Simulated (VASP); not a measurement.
The system is Si.

```
CELL_PARAMETERS angstrom
2.44400 0.00000 0.00000
-1.22200 2.11657 0.00000
0.00000 0.00000 4.15200
ATOMIC_POSITIONS crystal
Si 0.33333 0.66667 0.25000
Si 0.66667 0.33333 0.75000
```

This isn't the form of Si at room conditions, which is diamond.

* Program: VASP 6.6.1
* Task: relaxation of cell and atoms
* Functional: PBE
* Potentials or basis: VASP PAW PBE potentials, release 64 (Si)
* Cutoff: 600 eV
* k mesh: 13 × 13 × 7
* Occupations: fermi-dirac, width 0.1 eV
* Spin: no spin polarisation

At the start: pressure 49.3 GPa; volume 10.74 Å³/atom.

Where does the relaxation end?

Over 6 steps the energy falls by 422.2 meV/atom and the volume is 14.40 Å³/atom (+34.1 %); space group P6_3/mmc (No. 194, to 0.1 Å) before and after.

Step by step:
```csv
step,energy change (eV),largest force (eV/Å),pressure (GPa),volume (Å³)
1,0.0000,0.0000,49.31,21.48
2,-0.6821,0.0000,-9.59,33.48
3,-0.8437,0.0000,0.65,28.55
4,-0.8441,0.0000,-0.13,28.80
5,-0.8443,0.0000,-0.15,28.81
6,-0.8445,0.0000,-0.16,28.81
```

Final structure:
```
CELL_PARAMETERS angstrom
2.70185 0.00000 0.00000
-1.35093 2.33987 0.00000
0.00000 0.00000 4.55672
ATOMIC_POSITIONS crystal
Si 0.33333 0.66667 0.25000
Si 0.66667 0.33333 0.75000
```

Caveat: the volume moved by over 15 % at a fixed basis, so the end points are rough.
